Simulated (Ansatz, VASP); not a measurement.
This is a calculation of GaAs for Ansatz 0.2.0.

File input.yaml:

```yaml
crystal:
  lattice:
    - [0.0, 2.82685, 2.82685]
    - [2.82685, 0.0, 2.82685]
    - [2.82685, 2.82685, 0.0]
  atoms:
    - { symbol: As, position: [0.75, 0.75, 0.75] }
    - { symbol: Ga, position: [0.0, 0.0, 0.0] }
kpoints:
  mp_grid: { grid: [8, 8, 8] }
scf:
  occupations: { method: fixed }
hamiltonian:
  xc: pbe
  pseudopotentials:
    kind: all_electron
    lapw: { basis_error: 0.001 }
    relativity: none
output:
  forces: true
  stress: true
relax:
  f_tol: 0.02
  max_steps: 60
  cell: {}
```

Potentials or basis: all-electron LAPW, non-relativistic.

Command:

```bash
$ ansatz run input.yaml --threads 1 --pin off --max-ram 2560MiB --backend cpu --events-out ev --progress --plain --runs-dir out
```

Question: Set up the same calculation for VASP 6.6.1. Potentials there: VASP PAW PBE potentials, release 64 (As, Ga_d).

Answer: As run (the cutoff follows the program's own potentials):

Contents of INCAR:

```
  ALGO = Normal
  EDIFF = 1E-6
  EDIFFG = -0.02
  ENCUT = 600
  GGA = PE
  IBRION = 2
  ISIF = 3
  ISMEAR = 0
  LASPH = True
  LCHARG = False
  LREAL = False
  LWAVE = False
  NELM = 100
  NSW = 80
  PREC = Accurate
  SIGMA = 0.01
```

The input KPOINTS:

```
k-points
0
Gamma
  8 8 8
```

POSCAR

```
GaAs
1.0
    0.0000000000      2.8268500000      2.8268500000
    2.8268500000      0.0000000000      2.8268500000
    2.8268500000      2.8268500000      0.0000000000
As Ga
1 1
Direct
    0.7500000000      0.7500000000      0.7500000000
    0.0000000000      0.0000000000      0.0000000000
```

Potentials or basis: VASP PAW PBE potentials, release 64 (As, Ga_d).

The run is started by

```console
$ cat potpaw_PBE.64/As/POTCAR potpaw_PBE.64/Ga_d/POTCAR > POTCAR
$ mpirun -np 1 vasp_std > vasp.out
```

Both were run:

|  | VASP | Ansatz | Ansatz less VASP |
| --- | --- | --- | --- |
| relaxed volume (Å³/atom) | 23.76 | 23.87 | +0.109 |
| relaxed cell length with the largest relative difference (Å) | 4.066 | 4.072 | +0.0062 |

Ansatz ran all-electron here, and VASP with PAW potentials.
